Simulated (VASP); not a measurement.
# BN (R3m) in VASP: a series of runs

Runs on BN. Level: PBEsol. Tasks: single point.

All numbers are computed with VASP 6.6.1; they aren't measurements. Logs are shortened: lines on timing, memory, paths and dates and some standing lists are left out, and cuts for length are marked.

## (1) The cell of the first run

The structure is trigonal, space group R3m (No. 160). Conventional cell: a = 2.504 Å, b = 2.504 Å, c = 10.279 Å, α = 90.00°, β = 90.00°, γ = 120.00°. Within 1.9 Å of B (site symmetry 3m) lie 3 N at 1.45 Å. Within 1.9 Å of N (site symmetry 3m) lie 3 B at 1.45 Å.

## (2) Single point, PBEsol (9.30 Å³/atom)

The input, INCAR:

```
SYSTEM = BN
PREC = Accurate ; ENCUT = 520
EDIFF = 1E-7 ; ISMEAR = 0
SIGMA = 0.01 ; LREAL = .FALSE.
LASPH = .TRUE. ; NELM = 80
ALGO = Normal ; ISIF = 2
LWAVE = .FALSE. ; LCHARG = .TRUE.
GGA = PS ; LELF = .TRUE.
LVHAR = .TRUE. ; NBANDS = 11
```

The input, KPOINTS:

```
regular mesh
0
G
  12 12 12
  0 0 0
```

The input, POSCAR:

```
BN
1.0
    1.2518247351      0.7227413478      3.4264107930
   -1.2518247351      0.7227413478      3.4264107930
    0.0000000000     -1.4454826956      3.4264107930
B N
1 1
Direct
    0.9996393939      0.9996393939      0.9996393939
    0.3327936061      0.3327936061      0.3327936061
```

Potentials or basis: VASP PAW PBE potentials, release 64 (B, N).

The run is started by

```bash
cat potpaw_PBE.64/B/POTCAR potpaw_PBE.64/N/POTCAR > POTCAR
mpirun -np 1 vasp_std > vasp.out
```

OUTCAR:

```text
SYSTEM = BN
   PREC = Accurate
   ENCUT = 520
   EDIFF = 1E-7
   ISMEAR = 0
   LREAL = .FALSE.
   LASPH = .TRUE.
   NELM = 80
   ISIF = 2
   GGA = PS

 ion  position               nearest neighbor table
   1  1.000  1.000  1.000-   2 1.45   2 1.45   2 1.45
   2  0.333  0.333  0.333-   1 1.45   1 1.45   1 1.45

  LATTYP: Found a trigonal (rhomboedric) cell.
 ALAT       =     3.7188319599
 COS(alpha) =     0.7733770213

  Lattice vectors:

 A1 = (   1.2518247351,   0.7227413478,   3.4264107930)
 A2 = (  -1.2518247351,   0.7227413478,   3.4264107930)
 A3 = (   0.0000000000,  -1.4454826956,   3.4264107930)

Analysis of symmetry for initial positions (statically):
=====================================================================
 Subroutine PRICEL returns:
 Original cell was already a primitive cell.

 Routine SETGRP: Setting up the symmetry group for a
 trigonal (rhombohedral) supercell.

 Subroutine GETGRP returns: Found  6 space group operations
 (whereof  6 operations were pure point group operations)
 out of a pool of 12 trial point group operations.

The static configuration has the point symmetry C_3v.

Analysis of symmetry for dynamics (positions and initial velocities):
=====================================================================
 Subroutine PRICEL returns:
 Original cell was already a primitive cell.

 Routine SETGRP: Setting up the symmetry group for a
 trigonal (rhombohedral) supercell.

 Subroutine GETGRP returns: Found  6 space group operations
 (whereof  6 operations were pure point group operations)
 out of a pool of 12 trial point group operations.

The dynamic configuration has the point symmetry C_3v.

 Subroutine INISYM returns: Found  6 space group operations
 (whereof  6 operations are pure point group operations),
 and found     1 'primitive' translations

----------------------------------------------------------------------------------------

                                     Primitive cell

  volume of cell :      18.6002

  direct lattice vectors                    reciprocal lattice vectors
     1.251824735  0.722741348  3.426410793     0.399416936  0.230603475  0.097283529
    -1.251824735  0.722741348  3.426410793    -0.399416936  0.230603475  0.097283529
     0.000000000 -1.445482696  3.426410793     0.000000000 -0.461206951  0.097283529

  length of vectors
     3.718831960  3.718831960  3.718831960     0.471355425  0.471355425  0.471355425

  position of ions in fractional coordinates (direct lattice)
     0.999639394  0.999639394  0.999639394
     0.332793606  0.332793606  0.332793606

  ion indices of the primitive-cell ions
   primitive index   ion index
                 1           1
                 2           2

----------------------------------------------------------------------------------------

 KPOINTS: regular mesh

Automatic generation of k-mesh.
 Grid dimensions read from file:
 generate k-points for:   12   12   12

 Generating k-lattice:

  Cartesian coordinates                     Fractional coordinates (reciprocal lattice)
     0.033284745  0.019216956  0.008106961     0.083333333 -0.000000000  0.000000000
    -0.033284745  0.019216956  0.008106961    -0.000000000  0.083333333  0.000000000
     0.000000000 -0.038433913  0.008106961     0.000000000  0.000000000  0.083333333

  Length of vectors
     0.039279619  0.039279619  0.039279619

  Shift w.r.t. Gamma in fractional coordinates (k-lattice)
     0.000000000  0.000000000  0.000000000

 Subroutine IBZKPT returns following result:
 ===========================================

 Found    189 irreducible k-points:

 Following reciprocal coordinates:
            Coordinates               Weight
  0.000000  0.000000  0.000000      1.000000
  0.083333  0.000000  0.000000      6.000000
  0.166667 -0.000000  0.000000      6.000000
  0.250000  0.000000  0.000000      6.000000
  0.333333  0.000000  0.000000      6.000000
  0.416667  0.000000  0.000000      6.000000
[... 16 lines left out ...]
  0.500000  0.166667  0.000000     12.000000
 -0.416667  0.166667 -0.000000     12.000000
 [... further k-points ...]
   k-points           NKPTS =    189   k-points in BZ     NKDIM =    189   number of bands    NBANDS=     11
   number of dos      NEDOS =    301   number of ions     NIONS =      2
   total plane-waves  NPLWV =  21952
   dimension x,y,z NGX =    28 NGY =   28 NGZ =   28
   dimension x,y,z NGXF=    56 NGYF=   56 NGZF=   56
   ions per type =               1   1
   NGX,Y,Z   is equivalent  to a cutoff of  12.52, 12.52, 12.52 a.u.
   NGXF,Y,Z  is equivalent  to a cutoff of  25.03, 25.03, 25.03 a.u.
 SYSTEM =  BN
   PREC   = accura    normal or accurate (medium, high low for compatibility)
   ISTART =      0    job   : 0-new  1-cont  2-samecut
   ICHARG =      2    charge: 1-file 2-atom 10-const
   ISPIN  =      1    spin polarized calculation?
   LNONCOLLINEAR =      F non collinear calculations
   LSORBIT =      F    spin-orbit coupling
   LASPH  =      T    aspherical Exc in radial PAW
   ENCUT  =  520.0 eV  38.22 Ry    6.18 a.u.   6.91  6.91  6.91*2*pi/ulx,y,z
   NELM   =     80;   NELMIN=  2; NELMDL= -5     # of ELM steps
   EDIFF  = 0.1E-06   stopping-criterion for ELM
   LREAL  =      F    real-space projection
   EDIFFG = 0.1E-05   stopping-criterion for IOM
   NSW    =      0    number of steps for IOM
   IBRION =     -1    ionic relax: 0-MD 1-quasi-New 2-CG
   NFREE  =      0    steps in history (QN), initial steepest desc. (CG)
   ISIF   =      2    stress and relaxation
   ISYM   =      2    0-nonsym 1-usesym 2-fastsym
   POTIM  = 0.5000    time-step for ionic-motion
   TEBEG  =    0.0;   TEEND  =   0.0 temperature during run
   PSTRESS=    0.0 pullay stress
   NELECT =       8.0000    total number of electrons
   NUPDOWN=      -1.0000    fix difference up-down
   EMIN   =  10.00;   EMAX   =-10.00  energy-range for DOS
   EFERMI =   0.00;   METHOD = LEGACY
   ISMEAR =     0;   SIGMA  =   0.01  broadening in eV -4-tet -1-fermi 0-gaus
   EFERMI_NEDOS =   21; number of points for ismear=-14 and -15
   IALGO  =     38    algorithm
   IMIX   =      4    mixing-type and parameters
     AMIX     =   0.40;   BMIX     =  1.00
     AMIX_MAG =   1.60;   BMIX_MAG =  1.00
  volume/ion in A,a.u.               =       9.30        62.76
  Fermi-wavevector in a.u.,A,eV,Ry     =   1.235755  2.335239 20.777334  1.527091
  Thomas-Fermi vector in A             =   2.370392
   LORBIT       =      0    0 simple, 1 ext, 2 COOP (PROOUT), +10 PAW based schemes
   GGA     = PS    functional components
   LHFCALC =     F    Hartree Fock is set to
   AEXX    =    0.0000 exact exchange contribution
   IVDW    =     0    specifies the selected vdW correction
   LEPSILON=     F    determine dielectric tensor
   LRPA    =     F    only Hartree local field effects (RPA)
 non-spin polarized calculation
 Gauss-broadening in eV      SIGMA  =   0.01
  energy-cutoff  :      520.00
  volume of cell :       18.60
 maximum number of plane-waves:       517
   NGX = 13   NGY = 13   NGZ = 13

 number of electron       8.0000000 magnetization

 Free energy of the ion-electron system (eV)
  ---------------------------------------------------
  ext. energy  EPLUGINS =         0.00000000
  ---------------------------------------------------
  free energy    TOTEN  =       -18.28537808 eV

  energy without entropy =      -18.28537808  energy(sigma->0) =      -18.28537808

 E-fermi :   2.0004     XC(G=0): -10.0980

 val. band max:        1.9235538368   @ k =  -0.3333   0.3333   0.0000
 cond. band min:       6.1282275356   @ k =   0.5000   0.5000   0.0000
 fundamental gap:      4.2046736988
 Fermi energy:         2.0004174357

 k-point     1 :       0.0000    0.0000    0.0000
  band No.  band energies     occupation
      1     -15.7935      2.00000
      2      -2.3601      2.00000
      3       0.6529      2.00000
      4       0.6529      2.00000
      5       6.8068      0.00000
      6      13.5407      0.00000
      7      13.5407      0.00000
      8      14.9846      0.00000
      9      16.5335      0.00000
     10      27.5409      0.00000
     11      29.1974      0.00000

 k-point     2 :       0.0833    0.0000    0.0000
  band No.  band energies     occupation
      1     -15.6556      2.00000
      2      -2.2088      2.00000
      3       0.0839      2.00000
      4       0.3939      2.00000
      5       7.0868      0.00000
      6      13.4600      0.00000
      7      14.1352      0.00000
      8      14.5165      0.00000
      9      16.9736      0.00000
     10      27.5147      0.00000
     11      27.9678      0.00000

 k-point     3 :       0.1667   -0.0000    0.0000
  band No.  band energies     occupation
      1     -15.2494      2.00000
      2      -1.7667      2.00000
      3      -1.3355      2.00000
      4      -0.2361      2.00000
      5       7.8277      0.00000
      6      13.2054      0.00000
      7      13.3584      0.00000
      8      15.7500      0.00000
      9      18.0257      0.00000
     10      24.8210      0.00000
     11      27.3361      0.00000

 k-point     4 :       0.2500    0.0000    0.0000
  band No.  band energies     occupation
      1     -14.6027      2.00000
      2      -3.1489      2.00000
      3      -1.0338      2.00000
      4      -0.9657      2.00000
      5       8.8543      0.00000
      6      11.5653      0.00000
      7      13.1991      0.00000
      8      18.0347      0.00000
      9      19.1168      0.00000
     10      22.6512      0.00000
     11      25.7281      0.00000
[... 239 lines left out ...]
 k-point    22 :       0.4167    0.1667    0.0000
  band No.  band energies     occupation
      1     -13.4206      2.00000
      2      -4.9456      2.00000
      3      -2.8058      2.00000
      4       0.0011      2.00000
      5       8.7971      0.00000
      6      12.1991      0.00000
      7      14.8251      0.00000
      8      17.3311      0.00000
      9      18.9497      0.00000
     10      22.1526      0.00000
     11      24.8762      0.00000

 k-point    23 :       0.5000    0.1667    0.0000
  band No.  band energies     occupation
      1     -12.6687      2.00000
      2      -6.1684      2.00000
      3      -3.3200      2.00000
      4       0.9733      2.00000
      5       7.6223      0.00000
      6      13.2170      0.00000
      7      15.0365      0.00000
      8      16.9033      0.00000
      9      18.9790      0.00000
     10      22.0490      0.00000
     11      24.9942      0.00000

 k-point    24 :      -0.4167    0.1667   -0.0000
  band No.  band energies     occupation
      1     -12.3331      2.00000
      2      -6.6828      2.00000
      3      -3.4909      2.00000
      4       1.5816      2.00000
      5       7.0141      0.00000
      6      13.3047      0.00000
      7      15.2465      0.00000
      8      16.0925      0.00000
      9      19.3357      0.00000
     10      22.7284      0.00000
     11      24.7513      0.00000

 [... further k-points ...]

------------------------ aborting loop because EDIFF is reached ----------------------------------------

  FORCE on cell =-STRESS in cart. coord.  units (eV):
  Direction    XX          YY          ZZ          XY          YZ          ZX
  --------------------------------------------------------------------------------------
  -------------------------------------------------------------------------------------
  Total        0.0858357      0.0858357      0.0101936      0.0000000      0.0000000      0.0000000
  in kB        7.3936929      7.3936929      0.8780579      0.0000000      0.0000000      0.0000000
  external PRESSURE =       5.2218146 kB  Pullay stress =       0.0000000 kB

 VOLUME and BASIS-vectors are now :
 -----------------------------------------------------------------------------
  energy-cutoff  :      520.00
  volume of cell :       18.60
      direct lattice vectors                 reciprocal lattice vectors
     1.251824735  0.722741348  3.426410793     0.399416936  0.230603475  0.097283529
    -1.251824735  0.722741348  3.426410793    -0.399416936  0.230603475  0.097283529
     0.000000000 -1.445482696  3.426410793     0.000000000 -0.461206951  0.097283529

 POSITION                                       TOTAL-FORCE (eV/Angst)
 -----------------------------------------------------------------------------------
      0.00000      0.00000     10.27553         0.000000     -0.000000      0.000279
      0.00000      0.00000      3.42086         0.000000      0.000000     -0.000279
 -----------------------------------------------------------------------------------
    total drift:                                0.000000     -0.000000      0.000002

  FREE ENERGIE OF THE ION-ELECTRON SYSTEM (eV)
  ---------------------------------------------------
  free  energy   TOTEN  =       -18.2853780817 eV

  energy  without entropy=      -18.2853780817  energy(sigma->0) =      -18.28537808
```

Wall time 83 s (1 thread of Intel Xeon 8259CL, shared host); peak memory 0.17 GiB.

What came out:

```
Free energy            : -18.2854 eV
Pressure               : 0.5 GPa
Band gap on the k mesh : 4.20 eV (least direct gap 4.63 eV)
```

Caveat: the PAW data sets were made with another functional, which shifts forces and pressure a little.

## (3) Single point, PBEsol

This run uses another cell than the first one, of 9.49 Å³/atom.

The input, INCAR:

```
SYSTEM = BN
PREC = Accurate ; ENCUT = 520
EDIFF = 1E-6 ; ISMEAR = 0
SIGMA = 0.01 ; LREAL = .False.
LASPH = .True. ; NELM = 80
ALGO = Normal ; ISIF = 2
LWAVE = .False. ; LCHARG = .False.
GGA = PS ; NBANDS = 11
```

The input, KPOINTS:

```
regular mesh
0
Gamma
  12 12 12
  0 0 0
```

The input, POSCAR:

```
BN
1.0
    1.2520795491      0.7228884647      3.4949145914
   -1.2520795491      0.7228884647      3.4949145914
    0.0000000000     -1.4457769294      3.4949145914
B N
1 1
Direct
    0.9996198853      0.9996198853      0.9996198853
    0.3328131147      0.3328131147      0.3328131147
```

Potentials or basis: VASP PAW PBE potentials, release 64 (B, N).

The run is started by

```bash
cat potpaw_PBE.64/B/POTCAR potpaw_PBE.64/N/POTCAR > POTCAR
mpirun -np 1 vasp_std > vasp.out
```

It took 84 s on 1 thread of Intel Xeon 8259CL, shared host; peak memory 0.18 GiB.

It converged, with:

```
Free energy            : -18.2857 eV
Pressure               : 0.3 GPa
Band gap on the k mesh : 4.24 eV (least direct gap 4.63 eV)
```

Stress tensor (GPa, compression positive):
```
 0.51  0.00  0.00
 0.00  0.51  0.00
 0.00  0.00 -0.13
```

Levels at points of the mesh, in eV from the valence-band top:
| k point | band 2 | band 3 | band 4 | band 5 | band 6 | band 7 |
| --- | --- | --- | --- | --- | --- | --- |
| (0.00, 0.00, 0.00) | -4.38 | -1.28 | -1.28 | 4.79 | 11.60 | 11.60 |
| (0.50, 0.00, 0.00) | -8.93 | -4.08 | -0.66 | 5.15 | 9.77 | 12.70 |
| (0.50, 0.50, 0.00) | -8.83 | -4.12 | -1.14 | 4.24 | 9.83 | 13.81 |
| (0.50, 0.50, 0.50) | -6.06 | -1.29 | -1.29 | 9.55 | 11.55 | 11.55 |

Caveat: the PAW data sets were made with another functional, which shifts forces and pressure a little. A k mesh can miss the band edges.

## (4) Single point, PBEsol

This run uses another cell than the first one, of 9.49 Å³/atom.

The input, INCAR:

```
PREC = Accurate ; ENCUT = 520
EDIFF = 1E-6 ; ISMEAR = 0
SIGMA = 0.02 ; LREAL = False
LASPH = True ; NELM = 80
ALGO = Normal ; ISIF = 2
LWAVE = False ; LCHARG = False
GGA = PS ; NBANDS = 11
```

The input, KPOINTS:

```
regular mesh
0
Gamma
  12 12 12
```

POSCAR is that of step 3.

The run is started by

```bash
cat potpaw_PBE.64/B/POTCAR potpaw_PBE.64/N/POTCAR > POTCAR
mpirun -np 1 vasp_std > vasp.out
```

Run time: 73 s. Hardware: 1 thread of Intel Xeon 8259CL, shared host; peak memory 0.18 GiB.

It converged, with:

```yaml
Free_energy: -18.2857 eV
Pressure: 0.3 GPa
Band_gap_on_the_k_mesh: 4.24 eV (least direct gap 4.63 eV)
```

Stress tensor (GPa, compression positive):
```
 0.51  0.00  0.00
 0.00  0.51  0.00
 0.00  0.00 -0.13
```

Levels at points of the mesh, in eV from the valence-band top:
| k point | band 2 | band 3 | band 4 | band 5 | band 6 | band 7 |
| --- | --- | --- | --- | --- | --- | --- |
| (0.00, 0.00, 0.00) | -4.38 | -1.28 | -1.28 | 4.79 | 11.60 | 11.60 |
| (0.50, 0.00, 0.00) | -8.93 | -4.08 | -0.66 | 5.15 | 9.77 | 12.70 |
| (0.50, 0.50, 0.00) | -8.83 | -4.12 | -1.14 | 4.24 | 9.83 | 13.81 |
| (0.50, 0.50, 0.50) | -6.06 | -1.29 | -1.29 | 9.55 | 11.55 | 11.55 |

Caveat: the PAW data sets were made with another functional, which shifts forces and pressure a little.

## (5) The runs side by side

| cell | smearing | gap on the mesh (eV) | pressure (GPa) |
| --- | --- | --- | --- |
| a = 3.719 Å, angles 39.3°, 2 atoms | gaussian 0.01 eV | 4.20 | 0.5 |
| a = 3.782 Å, angles 38.7°, 2 atoms | gaussian 0.01 eV | 4.24 | 0.3 |
| a = 3.782 Å, angles 38.7°, 2 atoms | gaussian 0.02 eV | 4.24 | 0.3 |

Alike in all rows: task single point; level PBEsol; potentials or basis VASP PAW PBE potentials, release 64 (B, N); no spin polarisation; k mesh 12 × 12 × 12; cutoff (eV) 520.

Caveats: the PAW data sets were made with another functional, which shifts forces and pressure a little.

Total energies depend on the potentials used, so only differences within one code and one set of settings carry meaning.
